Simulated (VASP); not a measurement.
The system is KF.

```
K F
1.0
     0.00000    2.67185    2.67185
     2.67185    0.00000    2.67185
     2.67185    2.67185    0.00000
K F
1 1
Direct
  0.00000 0.00000 0.00000
  0.50000 0.50000 0.50000
```

Program: VASP 6.6.1. Alike in all runs: no spin polarisation; cell as given.

Question: Order these runs on this cell by their band gap on the k mesh, lowest first.
A. level LDA; potentials or basis VASP PAW LDA potentials, release 64 (K_sv, F); k mesh 9 × 9 × 9; cutoff (eV) 520; smearing fermi-dirac 0.05 eV; dipole correction no
B. level TB-mBJ; potentials or basis VASP PAW PBE potentials, release 64 (K_sv, F); k mesh 11 × 11 × 11; cutoff (eV) 640; smearing gaussian 0.03 eV; tolerance level standard; purpose bands; route KPOINTS_OPT
C. level revPBE+D3(BJ); potentials or basis VASP PAW PBE potentials, release 64 (K_sv, F); k mesh 9 × 9 × 9; cutoff (eV) 520; smearing fermi-dirac 0.1 eV; dipole correction no
D. level PBE; potentials or basis VASP PAW PBE potentials, release 64 (K_sv, F); k mesh 6 × 6 × 6; cutoff (eV) 520; smearing fermi-dirac 0.02 eV; dipole correction no
E. level PBE-based screened hybrid with 10 % exact exchange; potentials or basis VASP PAW PBE potentials, release 64 (K_sv, F); k mesh 5 × 5 × 5; cutoff (eV) 520; smearing fermi-dirac 0.05 eV; dipole correction no; grid for exact exchange (PRECFOCK) Normal

Answer: A (5.79 eV), D (6.17 eV), C (6.47 eV), E (6.96 eV), B (10.19 eV).

Caveats: an odd mesh through Γ misses points on the zone boundary, where band edges can lie (at least some runs); the cell stands under tension (at least some runs).

A k mesh can miss the band edges, odd and even meshes differently.
